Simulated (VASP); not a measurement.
# Mg (P6_3/mmc) in VASP: a series of runs

The runs below take Mg through single point, relaxation of volume and atoms at fixed shape, with PBE.

Program: VASP 6.6.1. These are calculated values, not measurements. Logs are shortened: lines on timing, memory, paths and dates and some standing lists are left out, and cuts for length are marked.

**1. The cell of the first run**

It takes space group P6_3/mmc (No. 194, hexagonal). The conventional cell has a = 3.194 Å, b = 3.194 Å, c = 5.185 Å, α = 90.00°, β = 90.00°, γ = 120.00°. Mg (site symmetry -6m2) has 12 Mg at 3.18 to 3.19 Å within 4.2 Å.

**2. Single point, PBE**

INCAR reads:

```
SYSTEM = Mg
ALGO     = Normal         ! electronic algorithm
EDIFF    = 1E-7           ! SCF threshold, eV
ENCUT    = 520            ! plane-wave cutoff, eV
GGA      = PE             ! functional
ISIF     = 2              ! what is computed and relaxed
ISMEAR   = 0              ! smearing method
LASPH    = .TRUE.         ! aspherical terms in the spheres
LCHARG   = .FALSE.        ! write CHGCAR
LREAL    = .FALSE.        ! projectors in reciprocal space
LWAVE    = .FALSE.        ! write WAVECAR
NBANDS   = 9              ! bands
NELM     = 60             ! most SCF steps
PREC     = Accurate       ! precision mode
SIGMA    = 0.05           ! smearing width, eV
```

KPOINTS reads:

```
k-points
0
G
  9 9 5
  0 0 0
```

POSCAR reads:

```
Mg
1.0
    3.1940167034      0.0000000000      0.0000000000
   -1.5970083517      2.7660996053      0.0000000000
    0.0000000000      0.0000000000      5.1854875596
Mg
2
Direct
    0.3333333333      0.6666666667      0.2500000000
    0.6666666667      0.3333333333      0.7500000000
```

Potentials or basis: VASP PAW PBE potentials, release 64 (Mg).

Command:

```sh
cat potpaw_PBE.64/Mg/POTCAR > POTCAR
mpirun -np 1 vasp_std > vasp.out
```

OUTCAR:

```text
SYSTEM = Mg
   EDIFF = 1E-7
   ENCUT = 520
   GGA = PE
   ISIF = 2
   ISMEAR = 0
   LASPH = .TRUE.
   LREAL = .FALSE.
   NELM = 60
   PREC = Accurate

 ion  position               nearest neighbor table
   1  0.333  0.667  0.250-   2 3.18   2 3.18   2 3.18   2 3.18   2 3.18   2 3.18
   2  0.667  0.333  0.750-   1 3.18   1 3.18   1 3.18   1 3.18   1 3.18   1 3.18

  LATTYP: Found a hexagonal cell.
 ALAT       =     3.1940167034
 C/A-ratio  =     1.6235004514

  Lattice vectors:

 A1 = (   3.1940167034,   0.0000000000,   0.0000000000)
 A2 = (  -1.5970083517,   2.7660996053,   0.0000000000)
 A3 = (   0.0000000000,   0.0000000000,   5.1854875596)

Analysis of symmetry for initial positions (statically):
=====================================================================
 Subroutine PRICEL returns:
 Original cell was already a primitive cell.

 Routine SETGRP: Setting up the symmetry group for a
 hexagonal supercell.

 Subroutine GETGRP returns: Found 24 space group operations
 (whereof 12 operations were pure point group operations)
 out of a pool of 24 trial point group operations.

The static configuration has the point symmetry D_3d.
 The point group associated with its full space group is D_6h.

Analysis of symmetry for dynamics (positions and initial velocities):
=====================================================================
 Subroutine PRICEL returns:
 Original cell was already a primitive cell.

 Routine SETGRP: Setting up the symmetry group for a
 hexagonal supercell.

 Subroutine GETGRP returns: Found 24 space group operations
 (whereof 12 operations were pure point group operations)
 out of a pool of 24 trial point group operations.

The dynamic configuration has the point symmetry D_3d.
 The point group associated with its full space group is D_6h.

 Subroutine INISYM returns: Found 24 space group operations
 (whereof 12 operations are pure point group operations),
 and found     1 'primitive' translations

----------------------------------------------------------------------------------------

                                     Primitive cell

  volume of cell :      45.8136

  direct lattice vectors                    reciprocal lattice vectors
     3.194016703  0.000000000  0.000000000     0.313085401  0.180759940  0.000000000
    -1.597008352  2.766099605  0.000000000     0.000000000  0.361519881  0.000000000
     0.000000000  0.000000000  5.185487560     0.000000000  0.000000000  0.192845897

  length of vectors
     3.194016703  3.194016703  5.185487560     0.361519881  0.361519881  0.192845897

  position of ions in fractional coordinates (direct lattice)
     0.333333333  0.666666667  0.250000000
     0.666666667  0.333333333  0.750000000

  ion indices of the primitive-cell ions
   primitive index   ion index
                 1           1
                 2           2

----------------------------------------------------------------------------------------

 KPOINTS: k-points

Automatic generation of k-mesh.
 Grid dimensions read from file:
 generate k-points for:    9    9    5

 Generating k-lattice:

  Cartesian coordinates                     Fractional coordinates (reciprocal lattice)
     0.034787267  0.020084438  0.000000000     0.111111111 -0.000000000  0.000000000
     0.000000000  0.040168876  0.000000000     0.000000000  0.111111111  0.000000000
     0.000000000  0.000000000  0.038569179     0.000000000  0.000000000  0.200000000

  Length of vectors
     0.040168876  0.040168876  0.038569179

  Shift w.r.t. Gamma in fractional coordinates (k-lattice)
     0.000000000  0.000000000  0.000000000

 Subroutine IBZKPT returns following result:
 ===========================================

 Found     36 irreducible k-points:

 Following reciprocal coordinates:
            Coordinates               Weight
  0.000000  0.000000  0.000000      1.000000
  0.111111 -0.000000  0.000000      6.000000
  0.222222 -0.000000  0.000000      6.000000
  0.333333 -0.000000  0.000000      6.000000
  0.444444 -0.000000  0.000000      6.000000
  0.111111  0.111111  0.000000      6.000000
[... 16 lines left out ...]
  0.333333  0.222222  0.200000     24.000000
  0.333333  0.333333  0.200000      4.000000
 [... further k-points ...]
   k-points           NKPTS =     36   k-points in BZ     NKDIM =     36   number of bands    NBANDS=      9
   number of dos      NEDOS =    301   number of ions     NIONS =      2
   total plane-waves  NPLWV =  23040
   dimension x,y,z NGX =    24 NGY =   24 NGZ =   40
   dimension x,y,z NGXF=    48 NGYF=   48 NGZF=   80
   ions per type =               2
   NGX,Y,Z   is equivalent  to a cutoff of  12.49, 12.49, 12.82 a.u.
   NGXF,Y,Z  is equivalent  to a cutoff of  24.98, 24.98, 25.65 a.u.
 SYSTEM =  Mg
   PREC   = accura    normal or accurate (medium, high low for compatibility)
   ISTART =      0    job   : 0-new  1-cont  2-samecut
   ICHARG =      2    charge: 1-file 2-atom 10-const
   ISPIN  =      1    spin polarized calculation?
   LNONCOLLINEAR =      F non collinear calculations
   LSORBIT =      F    spin-orbit coupling
   LASPH  =      T    aspherical Exc in radial PAW
   ENCUT  =  520.0 eV  38.22 Ry    6.18 a.u.   5.94  5.94  9.64*2*pi/ulx,y,z
   NELM   =     60;   NELMIN=  2; NELMDL= -5     # of ELM steps
   EDIFF  = 0.1E-06   stopping-criterion for ELM
   LREAL  =      F    real-space projection
   EDIFFG = 0.1E-05   stopping-criterion for IOM
   NSW    =      0    number of steps for IOM
   IBRION =     -1    ionic relax: 0-MD 1-quasi-New 2-CG
   NFREE  =      0    steps in history (QN), initial steepest desc. (CG)
   ISIF   =      2    stress and relaxation
   ISYM   =      2    0-nonsym 1-usesym 2-fastsym
   POTIM  = 0.5000    time-step for ionic-motion
   TEBEG  =    0.0;   TEEND  =   0.0 temperature during run
   PSTRESS=    0.0 pullay stress
   NELECT =       4.0000    total number of electrons
   NUPDOWN=      -1.0000    fix difference up-down
   EMIN   =  10.00;   EMAX   =-10.00  energy-range for DOS
   EFERMI =   0.00;   METHOD = LEGACY
   ISMEAR =     0;   SIGMA  =   0.05  broadening in eV -4-tet -1-fermi 0-gaus
   EFERMI_NEDOS =   21; number of points for ismear=-14 and -15
   IALGO  =     38    algorithm
   IMIX   =      4    mixing-type and parameters
     AMIX     =   0.40;   BMIX     =  1.00
     AMIX_MAG =   1.60;   BMIX_MAG =  1.00
  volume/ion in A,a.u.               =      22.91       154.58
  Fermi-wavevector in a.u.,A,eV,Ry     =   0.726268  1.372447  7.176591  0.527465
  Thomas-Fermi vector in A             =   1.817198
   LORBIT       =      0    0 simple, 1 ext, 2 COOP (PROOUT), +10 PAW based schemes
   GGA     = PE    functional components
   LHFCALC =     F    Hartree Fock is set to
   AEXX    =    0.0000 exact exchange contribution
   IVDW    =     0    specifies the selected vdW correction
   LEPSILON=     F    determine dielectric tensor
   LRPA    =     F    only Hartree local field effects (RPA)
 non-spin polarized calculation
 Gauss-broadening in eV      SIGMA  =   0.05
  energy-cutoff  :      520.00
  volume of cell :       45.81
 maximum number of plane-waves:      1263
 NGX is ok and might be reduce to    24
   NGX = 11   NGY = 11   NGZ = 19

 number of electron       4.0000000 magnetization

 Free energy of the ion-electron system (eV)
  ---------------------------------------------------
  ext. energy  EPLUGINS =         0.00000000
  ---------------------------------------------------
  free energy    TOTEN  =        -3.00752085 eV

  energy without entropy =       -3.00661563  energy(sigma->0) =       -3.00706824

 E-fermi :   2.5930     XC(G=0):  -8.4981

 val. band max:        2.5842803073   @ k =   0.4444  -0.0000   0.4000
 cond. band min:       2.7000120593   @ k =   0.4444   0.1111   0.4000
 fundamental gap:      0.1157317521
 Fermi energy:         2.5930122036

 k-point     1 :       0.0000    0.0000    0.0000
  band No.  band energies     occupation
      1      -4.2963      2.00000
      2       0.9583      2.00000
      3       1.4026      2.00000
      4      13.5959      0.00000
      5      13.5960      0.00000
      6      13.7146      0.00000
      7      13.7146      0.00000
      8      14.4882      0.00000
      9      16.0889      0.00000

 k-point     2 :       0.1111   -0.0000    0.0000
  band No.  band energies     occupation
      1      -4.0531      2.00000
      2       1.1807      2.00000
      3       1.6386      2.00000
      4      10.4636      0.00000
      5      12.0261      0.00000
      6      12.8072      0.00000
      7      15.1795      0.00000
      8      15.3134      0.00000
      9      15.5750      0.00000

 k-point     3 :       0.2222   -0.0000    0.0000
  band No.  band energies     occupation
      1      -3.3271      2.00000
      2       1.8485      2.00000
      3       2.3275      2.00000
      4       7.2067      0.00000
      5      10.8032      0.00000
      6      11.1190      0.00000
      7      11.9293      0.00000
      8      13.3486      0.00000
      9      15.3264      0.00000

 k-point     4 :       0.3333   -0.0000    0.0000
  band No.  band energies     occupation
      1      -2.1293      2.00000
      2       2.9630      0.00000
      3       3.2260      0.00000
      4       4.5442      0.00000
      5       9.0296      0.00000
      6       9.1932      0.00000
      7       9.9899      0.00000
      8      11.7357      0.00000
      9      14.4068      0.00000

 k-point     5 :       0.4444   -0.0000    0.0000
  band No.  band energies     occupation
      1      -0.4792      2.00000
      2       1.5794      2.00000
      3       4.5198      0.00000
      4       5.2248      0.00000
      5       6.5708      0.00000
      6       7.1345      0.00000
      7       9.5843      0.00000
      8      11.0205      0.00000
      9      13.9414      0.00000

 k-point     6 :       0.1111    0.1111    0.0000
  band No.  band energies     occupation
      1      -3.5685      2.00000
      2       1.6258      2.00000
      3       2.1022      2.00000
      4       8.7836      0.00000
      5       9.1225      0.00000
      6      13.3770      0.00000
      7      13.6919      0.00000
      8      14.1135      0.00000
      9      14.2491      0.00000
[... 169 lines left out ...]
 k-point    21 :       0.4444    0.1111    0.2000
  band No.  band energies     occupation
      1       0.8732      2.00000
      2       0.8956      2.00000
      3       4.0891      0.00000
      4       4.1027      0.00000
      5       6.9079      0.00000
      6       8.1507      0.00000
      7       8.9902      0.00000
      8      10.4174      0.00000
      9      13.4730      0.00000

 k-point    22 :       0.2222    0.2222    0.2000
  band No.  band energies     occupation
      1      -1.2006      2.00000
      2       1.9695      2.00000
      3       4.9353      0.00000
      4       4.9442      0.00000
      5       6.5039      0.00000
      6       8.2808      0.00000
      7       8.4621      0.00000
      8      12.3668      0.00000
      9      12.6457      0.00000

 k-point    23 :       0.3333    0.2222    0.2000
  band No.  band energies     occupation
      1       0.4302      2.00000
      2       2.4162      2.00000
      3       3.6120      0.00000
      4       4.5922      0.00000
      5       5.8064      0.00000
      6       7.5193      0.00000
      7       8.4363      0.00000
      8      10.1784      0.00000
      9      12.1212      0.00000

 k-point    24 :       0.3333    0.3333    0.2000
  band No.  band energies     occupation
      1       2.2295      2.00000
      2       2.2410      2.00000
      3       2.2410      2.00000
      4       5.3391      0.00000
      5       5.6573      0.00000
      6       5.6573      0.00000
      7       9.5515      0.00000
      8      10.1423      0.00000
      9      10.1423      0.00000

 [... further k-points ...]
[... 5 lines left out ...]
  --------------------------------------------------------------------------------------
  -------------------------------------------------------------------------------------
  Total       -0.0702218     -0.0702218      0.0337761     -0.0000000     -0.0000000      0.0000000
  in kB       -2.4557700     -2.4557700      1.1812050     -0.0000000     -0.0000000      0.0000000
  external PRESSURE =      -1.2434450 kB  Pullay stress =       0.0000000 kB

 VOLUME and BASIS-vectors are now :
 -----------------------------------------------------------------------------
  energy-cutoff  :      520.00
  volume of cell :       45.81
      direct lattice vectors                 reciprocal lattice vectors
     3.194016703  0.000000000  0.000000000     0.313085401  0.180759940  0.000000000
    -1.597008352  2.766099605  0.000000000     0.000000000  0.361519881  0.000000000
     0.000000000  0.000000000  5.185487560     0.000000000  0.000000000  0.192845897

 POSITION                                       TOTAL-FORCE (eV/Angst)
 -----------------------------------------------------------------------------------
     -0.00000      1.84407      1.29637        -0.000000      0.000000      0.000000
      1.59701      0.92203      3.88912         0.000000     -0.000000      0.000000
 -----------------------------------------------------------------------------------
    total drift:                               -0.000000      0.000000     -0.000000

  FREE ENERGIE OF THE ION-ELECTRON SYSTEM (eV)
  ---------------------------------------------------
  free  energy   TOTEN  =        -3.0075208480 eV

  energy  without entropy=       -3.0066156337  energy(sigma->0) =       -3.00706824
```

Wall time 8.1 s (1 thread of Intel Xeon Platinum 8488C (Sapphire Rapids), shared host); peak memory 0.16 GiB.

What came out:

```yaml
Free_energy: -3.0075 eV
Pressure: -0.1 GPa
Band_gap_on_the_k_mesh: zero (band 2 reaches 3.63 eV, above the bottom of band 3 at 1.40 eV)
```

[end of part 1 of 2]
